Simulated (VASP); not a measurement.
# TaN (Fm-3m) in VASP: further runs, part 2 of 2

VASP 6.6.1.

## 4. Single point, LDA

This run uses another cell than the first one, of 10.35 Å³/atom, 1.087 times its volume.

The input, INCAR:

```
ALGO = Normal ; EDIFF = 1E-7
ENCUT = 520 ; ISIF = 2
ISMEAR = -1 ; LASPH = T
LCHARG = T ; LELF = T
LREAL = F ; LVHAR = T
LWAVE = F ; NBANDS = 15
NELM = 100 ; PREC = Accurate
SIGMA = 0.1
```

The input, KPOINTS:

```
k-points
0
Gamma
  11 11 11
```

The input, POSCAR:

```
TaN
1.0
    0.0000000000      2.1790000000      2.1790000000
    2.1790000000      0.0000000000      2.1790000000
    2.1790000000      2.1790000000      0.0000000000
Ta N
1 1
Direct
    0.5000000000      0.5000000000      0.5000000000
    0.0000000000      0.0000000000      0.0000000000
```

Potentials or basis: VASP PAW LDA potentials, release 64 (Ta_pv, N).

Launch:

```
$ cat potpaw_LDA.64/Ta_pv/POTCAR potpaw_LDA.64/N/POTCAR > POTCAR
$ mpirun -np 1 vasp_std > vasp.out
```

OUTCAR:

```text
EDIFF = 1E-7
   ENCUT = 520
   ISIF = 2
   ISMEAR = -1
   LASPH = T
   LREAL = F
   NELM = 100
   PREC = Accurate

 ion  position               nearest neighbor table
   1  0.500  0.500  0.500-   2 2.18   2 2.18   2 2.18   2 2.18   2 2.18   2 2.18
   2  0.000  0.000  0.000-   1 2.18   1 2.18   1 2.18   1 2.18   1 2.18   1 2.18

  LATTYP: Found a face centered cubic cell.
 ALAT       =     4.3580000000

  Lattice vectors:

 A1 = (   0.0000000000,   2.1790000000,   2.1790000000)
 A2 = (   2.1790000000,   0.0000000000,   2.1790000000)
 A3 = (   2.1790000000,   2.1790000000,   0.0000000000)

Analysis of symmetry for initial positions (statically):
=====================================================================
 Subroutine PRICEL returns:
 Original cell was already a primitive cell.

 Routine SETGRP: Setting up the symmetry group for a
 face centered cubic supercell.

 Subroutine GETGRP returns: Found 48 space group operations
 (whereof 48 operations were pure point group operations)
 out of a pool of 48 trial point group operations.

The static configuration has the point symmetry O_h .

Analysis of symmetry for dynamics (positions and initial velocities):
=====================================================================
 Subroutine PRICEL returns:
 Original cell was already a primitive cell.

 Routine SETGRP: Setting up the symmetry group for a
 face centered cubic supercell.

 Subroutine GETGRP returns: Found 48 space group operations
 (whereof 48 operations were pure point group operations)
 out of a pool of 48 trial point group operations.

The dynamic configuration has the point symmetry O_h .

 Subroutine INISYM returns: Found 48 space group operations
 (whereof 48 operations are pure point group operations),
 and found     1 'primitive' translations

----------------------------------------------------------------------------------------

                                     Primitive cell

  volume of cell :      20.6920

  direct lattice vectors                    reciprocal lattice vectors
     0.000000000  2.179000000  2.179000000    -0.229463056  0.229463056  0.229463056
     2.179000000  0.000000000  2.179000000     0.229463056 -0.229463056  0.229463056
     2.179000000  2.179000000  0.000000000     0.229463056  0.229463056 -0.229463056

  length of vectors
     3.081571352  3.081571352  3.081571352     0.397441672  0.397441672  0.397441672

  position of ions in fractional coordinates (direct lattice)
     0.500000000  0.500000000  0.500000000
     0.000000000  0.000000000  0.000000000

  ion indices of the primitive-cell ions
   primitive index   ion index
                 1           1
                 2           2

----------------------------------------------------------------------------------------

 KPOINTS: k-points

Automatic generation of k-mesh.
 Grid dimensions read from file:
 generate k-points for:   11   11   11

 Generating k-lattice:

  Cartesian coordinates                     Fractional coordinates (reciprocal lattice)
    -0.020860278  0.020860278  0.020860278     0.090909091  0.000000000  0.000000000
     0.020860278 -0.020860278  0.020860278     0.000000000  0.090909091  0.000000000
     0.020860278  0.020860278 -0.020860278     0.000000000  0.000000000  0.090909091

  Length of vectors
     0.036131061  0.036131061  0.036131061

  Shift w.r.t. Gamma in fractional coordinates (k-lattice)
     0.000000000  0.000000000  0.000000000

 Subroutine IBZKPT returns following result:
 ===========================================

 Found     56 irreducible k-points:

 Following reciprocal coordinates:
            Coordinates               Weight
  0.000000  0.000000  0.000000      1.000000
  0.090909  0.000000  0.000000      8.000000
  0.181818  0.000000  0.000000      8.000000
  0.272727  0.000000  0.000000      8.000000
  0.363636  0.000000  0.000000      8.000000
  0.454545  0.000000  0.000000      8.000000
[... 16 lines left out ...]
 -0.272727  0.181818  0.000000     24.000000
 -0.181818  0.181818  0.000000     12.000000
 [... further k-points ...]
   k-points           NKPTS =     56   k-points in BZ     NKDIM =     56   number of bands    NBANDS=     15
   number of dos      NEDOS =    301   number of ions     NIONS =      2
   total plane-waves  NPLWV =  13824
   dimension x,y,z NGX =    24 NGY =   24 NGZ =   24
   dimension x,y,z NGXF=    48 NGYF=   48 NGZF=   48
   ions per type =               1   1
   NGX,Y,Z   is equivalent  to a cutoff of  12.95, 12.95, 12.95 a.u.
   NGXF,Y,Z  is equivalent  to a cutoff of  25.90, 25.90, 25.90 a.u.
 SYSTEM =  unknown system
   PREC   = accura    normal or accurate (medium, high low for compatibility)
   ISTART =      0    job   : 0-new  1-cont  2-samecut
   ICHARG =      2    charge: 1-file 2-atom 10-const
   ISPIN  =      1    spin polarized calculation?
   LNONCOLLINEAR =      F non collinear calculations
   LSORBIT =      F    spin-orbit coupling
   LASPH  =      T    aspherical Exc in radial PAW
   ENCUT  =  520.0 eV  38.22 Ry    6.18 a.u.   5.73  5.73  5.73*2*pi/ulx,y,z
   NELM   =    100;   NELMIN=  2; NELMDL= -5     # of ELM steps
   EDIFF  = 0.1E-06   stopping-criterion for ELM
   LREAL  =      F    real-space projection
   EDIFFG = 0.1E-05   stopping-criterion for IOM
   NSW    =      0    number of steps for IOM
   IBRION =     -1    ionic relax: 0-MD 1-quasi-New 2-CG
   NFREE  =      0    steps in history (QN), initial steepest desc. (CG)
   ISIF   =      2    stress and relaxation
   ISYM   =      2    0-nonsym 1-usesym 2-fastsym
   POTIM  = 0.5000    time-step for ionic-motion
   TEBEG  =    0.0;   TEEND  =   0.0 temperature during run
   PSTRESS=    0.0 pullay stress
   NELECT =      16.0000    total number of electrons
   NUPDOWN=      -1.0000    fix difference up-down
   EMIN   =  10.00;   EMAX   =-10.00  energy-range for DOS
   EFERMI =   0.00;   METHOD = LEGACY
   ISMEAR =    -1;   SIGMA  =   0.10  broadening in eV -4-tet -1-fermi 0-gaus
   EFERMI_NEDOS =   21; number of points for ismear=-14 and -15
   IALGO  =     38    algorithm
   IMIX   =      4    mixing-type and parameters
     AMIX     =   0.40;   BMIX     =  1.00
     AMIX_MAG =   1.60;   BMIX_MAG =  1.00
  volume/ion in A,a.u.               =      10.35        69.82
  Fermi-wavevector in a.u.,A,eV,Ry     =   1.502615  2.839530 30.719922  2.257851
  Thomas-Fermi vector in A             =   2.613832
   LORBIT       =      0    0 simple, 1 ext, 2 COOP (PROOUT), +10 PAW based schemes
   GGA     = CA    functional components
   LHFCALC =     F    Hartree Fock is set to
   AEXX    =    0.0000 exact exchange contribution
   IVDW    =     0    specifies the selected vdW correction
   LEPSILON=     F    determine dielectric tensor
   LRPA    =     F    only Hartree local field effects (RPA)
 non-spin polarized calculation
  energy-cutoff  :      520.00
  volume of cell :       20.69
 maximum number of plane-waves:       568
   NGX = 11   NGY = 11   NGZ = 11

 number of electron      16.0000001 magnetization

 Free energy of the ion-electron system (eV)
  ---------------------------------------------------
  ext. energy  EPLUGINS =         0.00000000
  ---------------------------------------------------
  free energy    TOTEN  =       -24.15549345 eV

  energy without entropy =      -24.12743757  energy(sigma->0) =      -24.14146551

 E-fermi :   9.7319     XC(G=0): -13.8097

 val. band max:        9.7187473061   @ k =   0.0000   0.0000   0.0000
 cond. band min:       9.8326230152   @ k =  -0.2727   0.1818   0.0000
 fundamental gap:      0.1138757091
 Fermi energy:         9.7318714141

 k-point     1 :       0.0000    0.0000    0.0000
  band No.  band energies     occupation
      1     -25.7917      2.00000
      2     -25.7917      2.00000
      3     -25.7917      2.00000
      4      -9.1166      2.00000
      5       5.8691      2.00000
      6       5.8691      2.00000
      7       5.8691      2.00000
      8       7.5056      2.00000
      9       7.5056      2.00000
     10       7.5056      2.00000
     11       9.7187      1.06553
     12       9.7187      1.06553
     13      11.6843      0.00000
     14      19.2087      0.00000
     15      21.1796      0.00000
[... 397 lines left out ...]
 k-point    24 :      -0.1818    0.1818    0.0000
  band No.  band energies     occupation
      1     -26.3323      2.00000
      2     -25.9977      2.00000
      3     -25.8296      2.00000
      4      -7.3474      2.00000
      5       1.3255      2.00000
      6       2.7064      2.00000
      7       3.5581      2.00000
      8       8.9640      1.99908
      9       9.3985      1.93113
     10      11.1424      0.00000
     11      11.7409      0.00000
     12      15.6318      0.00000
     13      15.8174      0.00000
     14      21.1737      0.00000
     15      23.3299      0.00000

 [... further k-points ...]
[... 5 lines left out ...]
  --------------------------------------------------------------------------------------
  -------------------------------------------------------------------------------------
  Total       -0.0377668     -0.0377668     -0.0377668      0.0000000      0.0000000      0.0000000
  in kB       -2.9242793     -2.9242793     -2.9242793      0.0000000      0.0000000      0.0000000
  external PRESSURE =      -2.9242793 kB  Pullay stress =       0.0000000 kB

 VOLUME and BASIS-vectors are now :
 -----------------------------------------------------------------------------
  energy-cutoff  :      520.00
  volume of cell :       20.69
      direct lattice vectors                 reciprocal lattice vectors
     0.000000000  2.179000000  2.179000000    -0.229463056  0.229463056  0.229463056
     2.179000000  0.000000000  2.179000000     0.229463056 -0.229463056  0.229463056
     2.179000000  2.179000000  0.000000000     0.229463056  0.229463056 -0.229463056

 POSITION                                       TOTAL-FORCE (eV/Angst)
 -----------------------------------------------------------------------------------
      2.17900      2.17900      2.17900         0.000000      0.000000      0.000000
      0.00000      0.00000      0.00000         0.000000      0.000000      0.000000
 -----------------------------------------------------------------------------------
    total drift:                                0.000000     -0.000000     -0.000000

  FREE ENERGIE OF THE ION-ELECTRON SYSTEM (eV)
  ---------------------------------------------------
  free  energy   TOTEN  =       -24.1554934529 eV

  energy  without entropy=      -24.1274375659  energy(sigma->0) =      -24.14146551
```

stdout:

```text
POSCAR found type information on POSCAR TaN
 POSCAR found :  2 types and       2 ions
 scaLAPACK will be used
 LDA part: xc-table for (Slater(with rela. corr.)+CA(PZ))
 , standard interpolation
 POSCAR, INCAR and KPOINTS ok, starting setup
 FFT: planning ... GRIDC
 FFT: planning ... GRID_SOFT
 FFT: planning ... GRID
 WAVECAR not read
 entering main loop
```

It used 10 s of CPU time on 1 thread of Intel Xeon 6975P-C, on a shared host.

What came out:

| Item | Value |
| --- | --- |
| Free energy | -24.1555 eV |
| Pressure | -0.3 GPa |
| Band gap on the k mesh | zero (band 8 reaches 11.48 eV, above the bottom of band 9 at 7.51 eV) |

Caveat: spin-orbit coupling is left out, which moves the levels of the heavy elements.

## 5. Overview

```csv
cell,gap on the mesh (eV),pressure (GPa)
"a = 2.997 Å, angles 60.0°, 2 atoms",none,37.1
"a = 3.040 Å, angles 60.0°, 2 atoms",none,16.4
"a = 3.082 Å, angles 60.0°, 2 atoms",none,-0.3
```

Alike in all rows: task single point; level LDA; potentials or basis VASP PAW LDA potentials, release 64 (Ta_pv, N); no spin polarisation; k mesh 11 × 11 × 11; cutoff (eV) 520; smearing fermi-dirac 0.1 eV.

Caveats: spin-orbit coupling is left out, which moves the levels of the heavy elements.

Absolute energies hang on the potentials; compare differences alone.
